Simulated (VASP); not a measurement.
The system is InPd.

```
In Pd
1.0
     0.00000    2.74607    2.74607
     2.74607    0.00000    2.74607
     2.74607    2.74607    0.00000
In Pd
1 1
Cartesian
  0.0000 0.0000 0.0000
  2.7461 2.7461 2.7461
```

| Property | Result |
| --- | --- |
| Program | VASP 6.6.1 |
| Task | relaxation of cell and atoms |
| Functional | HSE06 |
| Potentials or basis | VASP PAW PBE potentials, release 64 (In_d, Pd) |
| Cutoff | 600 eV |
| k mesh | 4 × 4 × 4 |
| Occupations | fermi-dirac, width 0.05 eV |
| Spin | no spin polarisation |

At the start: pressure -3.8 GPa; volume 20.71 Å³/atom.

Where does the relaxation end?

Over 3 steps the energy falls by 9.9 meV/atom and the volume is 19.89 Å³/atom (-3.9 %); space group Fm-3m (No. 225, to 0.1 Å) before and after.

Step by step:
| step | energy change (eV) | largest force (eV/Å) | pressure (GPa) | volume (Å³) |
| --- | --- | --- | --- | --- |
| 1 | 0.0000 | 0.0000 | -3.77 | 41.42 |
| 2 | -0.0074 | 0.0000 | 3.36 | 38.57 |
| 3 | -0.0198 | 0.0000 | -0.01 | 39.79 |

Final structure:
```
In Pd
1.0
     0.00000    2.70963    2.70963
     2.70963    0.00000    2.70963
     2.70963    2.70963    0.00000
In Pd
1 1
Direct
  0.00000 0.00000 0.00000
  0.50000 0.50000 0.50000
```

Caveat: the k points lie up to 0.50 Å⁻¹ apart in the final cell, too coarse for converged energies and pressures of a metal; the PAW data sets were made with another functional, which shifts forces and pressure a little.
